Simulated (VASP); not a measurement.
# C (Pmma) in VASP: notebook

The runs below take C through single point, with PBE+D3(BJ).

Program: VASP 6.6.1. These are calculated values, not measurements. Logs are shortened: lines on timing, memory, paths and dates and some standing lists are left out, and cuts for length are marked.

## Step 1: The cell of the first run

The structure is orthorhombic, space group Pmma (No. 51). Conventional cell: a = 2.465 Å, b = 3.572 Å, c = 4.269 Å, α = 90.00°, β = 90.00°, γ = 90.00°. C (site symmetry mm2) has 3 C at 1.35 to 1.45 Å within 1.8 Å. C (site symmetry mm2) has 3 C at 1.35 to 1.47 Å within 1.8 Å.

## Step 2: Single point, PBE+D3(BJ) (atoms displaced along a vibrational mode)

The input, INCAR:

```
  PREC = Accurate
  ENCUT = 520
  EDIFF = 1E-6
  ISMEAR = 0
  SIGMA = 0.15
  LREAL = F
  LASPH = T
  NELM = 100
  ALGO = Normal
  ISIF = 2
  LWAVE = F
  LCHARG = F
  GGA = PE
  IVDW = 12
  NBANDS = 16
```

The input, KPOINTS:

```
Automatic mesh
0
Gamma
  18 12 10
```

The input, POSCAR:

```
C
1.0
   -2.4646600698      0.0000000000      0.0000000000
    0.0000000000      0.0000000000     -3.5719696368
    0.0000000000     -4.2689164642      0.0000000000
C
4
Direct
    0.5000000000      0.0000000000      0.1610446312
    0.0000000000      0.0000000000      0.6554225957
    0.0000000000      0.0000000000      0.3389553688
    0.5000000000      0.0000000000      0.8445774043
```

Potentials or basis: VASP PAW PBE potentials, release 64 (C).

Run with:

```
cat potpaw_PBE.64/C/POTCAR > POTCAR
mpirun -np 1 vasp_std > vasp.out
```

OUTCAR:

```text
PREC = Accurate
   ENCUT = 520
   EDIFF = 1E-6
   ISMEAR = 0
   LREAL = F
   LASPH = T
   NELM = 100
   ISIF = 2
   GGA = PE
   IVDW = 12
 IVDW          = 12

 ion  position               nearest neighbor table
   1  0.500  0.000  0.161-   4 1.35   3 1.45   3 1.45
   2  0.000  0.000  0.655-   3 1.35   4 1.47   4 1.47
   3  0.000  0.000  0.339-   2 1.35   1 1.45   1 1.45
   4  0.500  0.000  0.845-   1 1.35   2 1.47   2 1.47

  LATTYP: Found a simple orthorhombic cell.
 ALAT       =     2.4646600698
 B/A-ratio  =     1.4492747623
 C/A-ratio  =     1.7320508075

  Lattice vectors:

 A1 = (  -2.4646600698,   0.0000000000,   0.0000000000)
 A2 = (   0.0000000000,   0.0000000000,  -3.5719696368)
 A3 = (   0.0000000000,  -4.2689164642,   0.0000000000)

Analysis of symmetry for initial positions (statically):
=====================================================================
 Subroutine PRICEL returns:
 Original cell was already a primitive cell.

 Routine SETGRP: Setting up the symmetry group for a
 simple orthorhombic supercell.

 Subroutine GETGRP returns: Found  8 space group operations
 (whereof  4 operations were pure point group operations)
 out of a pool of  8 trial point group operations.

The static configuration has the point symmetry C_2v.
 The point group associated with its full space group is D_2h.

Analysis of symmetry for dynamics (positions and initial velocities):
=====================================================================
 Subroutine PRICEL returns:
 Original cell was already a primitive cell.

 Routine SETGRP: Setting up the symmetry group for a
 simple orthorhombic supercell.

 Subroutine GETGRP returns: Found  8 space group operations
 (whereof  4 operations were pure point group operations)
 out of a pool of  8 trial point group operations.

The dynamic configuration has the point symmetry C_2v.
 The point group associated with its full space group is D_2h.

 Subroutine INISYM returns: Found  8 space group operations
 (whereof  4 operations are pure point group operations),
 and found     1 'primitive' translations

----------------------------------------------------------------------------------------

[... 94 lines left out ...]
   ENCUT  =  520.0 eV  38.22 Ry    6.18 a.u.   4.58  6.64  7.94*2*pi/ulx,y,z
   NELM   =    100;   NELMIN=  2; NELMDL= -5     # of ELM steps
   EDIFF  = 0.1E-05   stopping-criterion for ELM
   LREAL  =      F    real-space projection
   EDIFFG = 0.1E-04   stopping-criterion for IOM
   NSW    =      0    number of steps for IOM
   IBRION =     -1    ionic relax: 0-MD 1-quasi-New 2-CG
   NFREE  =      0    steps in history (QN), initial steepest desc. (CG)
   ISIF   =      2    stress and relaxation
   ISYM   =      2    0-nonsym 1-usesym 2-fastsym
   POTIM  = 0.5000    time-step for ionic-motion
   TEBEG  =    0.0;   TEEND  =   0.0 temperature during run
   PSTRESS=    0.0 pullay stress
   NELECT =      16.0000    total number of electrons
   NUPDOWN=      -1.0000    fix difference up-down
   EMIN   =  10.00;   EMAX   =-10.00  energy-range for DOS
   EFERMI =   0.00;   METHOD = LEGACY
   ISMEAR =     0;   SIGMA  =   0.15  broadening in eV -4-tet -1-fermi 0-gaus
   EFERMI_NEDOS =   21; number of points for ismear=-14 and -15
   IALGO  =     38    algorithm
   IMIX   =      4    mixing-type and parameters
     AMIX     =   0.40;   BMIX     =  1.00
     AMIX_MAG =   1.60;   BMIX_MAG =  1.00
  volume/ion in A,a.u.               =       9.40        63.40
  Fermi-wavevector in a.u.,A,eV,Ry     =   1.231556  2.327303 20.636352  1.516729
  Thomas-Fermi vector in A             =   2.366360
   LORBIT       =      0    0 simple, 1 ext, 2 COOP (PROOUT), +10 PAW based schemes
   GGA     = PE    functional components
   LHFCALC =     F    Hartree Fock is set to
   AEXX    =    0.0000 exact exchange contribution
   IVDW    =    12    specifies the selected vdW correction
   LEPSILON=     F    determine dielectric tensor
   LRPA    =     F    only Hartree local field effects (RPA)
 non-spin polarized calculation
 Gauss-broadening in eV      SIGMA  =   0.15
  energy-cutoff  :      520.00
  volume of cell :       37.58
 maximum number of plane-waves:      1040
   NGX =  9   NGY = 13   NGZ = 15

 number of electron      16.0000003 magnetization

 Free energy of the ion-electron system (eV)
  ---------------------------------------------------
  ext. energy  EPLUGINS =         0.00000000
  ---------------------------------------------------
  free energy    TOTEN  =       -36.53933949 eV

  energy without entropy =      -36.53845813  energy(sigma->0) =      -36.53889881

 E-fermi :   4.1101     XC(G=0):  -9.8758

 val. band max:        4.1075598955   @ k =   0.3333   0.0000   0.0000
 cond. band min:       4.1669984706   @ k =   0.2222   0.5000   0.0000
 fundamental gap:      0.0594385752
 Fermi energy:         4.1100639391

 k-point     1 :       0.0000    0.0000    0.0000
  band No.  band energies     occupation
      1     -15.4609      2.00000
      2      -9.8693      2.00000
      3      -9.7513      2.00000
      4      -2.7289      2.00000
      5      -1.8369      2.00000
      6       0.1020      2.00000
[... 433 lines left out ...]
      3      -9.3582      2.00000
      4      -3.6985      2.00000
      5      -2.5691      2.00000
      6      -0.7968      2.00000
[... 8 lines left out ...]
     15      15.9080      0.00000
     16      16.5452      0.00000

 [... further k-points ...]

------------------------ aborting loop because EDIFF is reached ----------------------------------------

 Edisp (eV)   -0.57983

 E8    (eV) :    -0.1629

  FORCE on cell =-STRESS in cart. coord.  units (eV):
  Direction    XX          YY          ZZ          XY          YZ          ZX
  --------------------------------------------------------------------------------------
  -------------------------------------------------------------------------------------
  Total      -0.75284     2.82947    -0.04341     0.00000     0.00000     0.00000
  in kB     -32.09450   120.62398    -1.85054     0.00000     0.00000     0.00000
  external pressure =       28.89 kB  Pullay stress =        0.00 kB

 VOLUME and BASIS-vectors are now :
 -----------------------------------------------------------------------------
  energy-cutoff  :      520.00
  volume of cell :       37.58
      direct lattice vectors                 reciprocal lattice vectors
    -2.464660070  0.000000000  0.000000000    -0.405735465  0.000000000  0.000000000
     0.000000000  0.000000000 -3.571969637     0.000000000  0.000000000 -0.279957587
     0.000000000 -4.268916464  0.000000000     0.000000000 -0.234251480  0.000000000

 POSITION                                       TOTAL-FORCE (eV/Angst)
 -----------------------------------------------------------------------------------
     -1.23233     -0.68749      0.00000         0.000000     -3.295975      0.000000
      0.00000     -2.79794      0.00000         0.000000     -5.089139      0.000000
      0.00000     -1.44697      0.00000         0.000000      3.295975      0.000000
     -1.23233     -3.60543      0.00000         0.000000      5.089139      0.000000
 -----------------------------------------------------------------------------------
    total drift:                               -0.000000     -0.000000     -0.000000

  FREE ENERGIE OF THE ION-ELECTRON SYSTEM (eV)
  ---------------------------------------------------
  free  energy   TOTEN  =       -37.1191729736 eV

  energy  without entropy=      -37.1182916106  energy(sigma->0) =      -37.11873229
```

stdout:

```text
POSCAR found type information on POSCAR C
 POSCAR found :  1 types and       4 ions
 scaLAPACK will be used
 LDA part: xc-table for (Slater+PW92), standard interpolation
 POSCAR, INCAR and KPOINTS ok, starting setup
 FFT: planning ... GRIDC
 FFT: planning ... GRID_SOFT
 FFT: planning ... GRID
 WAVECAR not read
 entering main loop
```

Run time: 81 s. Hardware: 1 thread of AMD EPYC 9R45 (Zen 5), shared host; peak memory 0.26 GiB.

What came out:

| Property | Result |
| --- | --- |
| Free energy | -37.1192 eV |
| Pressure | 2.9 GPa |
| Largest force | 5.089 eV/Å |
| Band gap on the k mesh | zero (bands 8 and 9 overlap by 0.68 eV) |
| Dispersion energy per atom | -0.145 eV |

Forces in eV/Å, atoms in the order of the input:
```
C    0.000 -3.296  0.000
C    0.000 -5.089  0.000
C    0.000  3.296  0.000
C    0.000  5.089  0.000
```

Stress tensor (GPa, compression positive):
```
-3.21  0.00  0.00
 0.00 12.06  0.00
 0.00  0.00 -0.19
```

Caveat: the cell differs from its parent crystal (atoms displaced along a vibrational mode); forces of over 1 eV/Å act on the atoms, so gaps and moduli don't describe the material at rest.

## Step 3: Single point, PBE+D3(BJ) (atoms displaced along a vibrational mode)

The input, INCAR:

```
SYSTEM = C
PREC = Accurate ; ENCUT = 520
EDIFF = 1E-6 ; ISMEAR = 0
SIGMA = 0.15 ; LREAL = .FALSE.
LASPH = .TRUE. ; NELM = 60
ALGO = Normal ; ISIF = 2
LWAVE = .FALSE. ; LCHARG = .FALSE.
GGA = PE ; IVDW = 12
NBANDS = 16
```

The input, KPOINTS:

```
regular mesh
0
G
  18 12 10
  0 0 0
```

The input, POSCAR:

```
C
1.0
   -2.4646600698      0.0000000000      0.0000000000
    0.0000000000      0.0000000000     -3.5719696368
    0.0000000000     -4.2689164642      0.0000000000
C
4
Direct
    0.5000000000      0.0000000000      0.1722887022
    0.0000000000      0.0000000000      0.6554225957
    0.0000000000      0.0000000000      0.3277112978
    0.5000000000      0.0000000000      0.8445774043
```

Potentials or basis: VASP PAW PBE potentials, release 64 (C).

Run with:

```
cat potpaw_PBE.64/C/POTCAR > POTCAR
mpirun -np 1 vasp_std > vasp.out
```

Run time: 81 s. Hardware: 1 thread of AMD EPYC 9R45 (Zen 5), shared host; peak memory 0.26 GiB.

Results (log left out):

```yaml
Free_energy: -37.2022 eV
Pressure: 1.6 GPa
Largest_force: 4.068 eV/Å
Band_gap_on_the_k_mesh: zero (bands 8 and 9 overlap by 0.57 eV)
Dispersion_energy_per_atom: -0.144 eV
```

Forces on the atoms (eV/Å):
```
C    0.000  1.530  0.000
C    0.000 -4.068  0.000
C    0.000 -1.530  0.000
C    0.000  4.068  0.000
```

Stress tensor (GPa, compression positive):
```
 1.37  0.00  0.00
 0.00  3.50  0.00
 0.00  0.00 -0.10
```

Levels at points of the mesh, in eV from the Fermi level:
```
           k point  band 6  band 7  band 8  band 9  band 10  band 11
(0.00, 0.00, 0.00)   -3.34   -2.47   -1.63    2.04     3.83     7.16
(0.50, 0.00, 0.00)   -9.14   -2.25   -2.25    3.40     3.40     9.25
(0.00, 0.50, 0.00)   -3.32   -2.66   -2.45    0.80     7.38     7.83
(0.50, 0.50, 0.00)   -9.07   -3.35   -3.35    2.57     2.57    10.29
(0.00, 0.00, 0.50)   -5.52   -4.83   -3.99    5.58     5.75     7.06
(0.50, 0.00, 0.50)   -6.46   -1.96   -1.96    2.52     2.52     7.09
(0.00, 0.50, 0.50)   -6.22   -5.69   -3.96    6.40     7.30     7.85
(0.50, 0.50, 0.50)   -6.43   -2.94   -2.94    1.20     1.20     7.34
```

Caveat: the cell differs from its parent crystal (atoms displaced along a vibrational mode); forces of over 1 eV/Å act on the atoms, so gaps and moduli don't describe the material at rest.
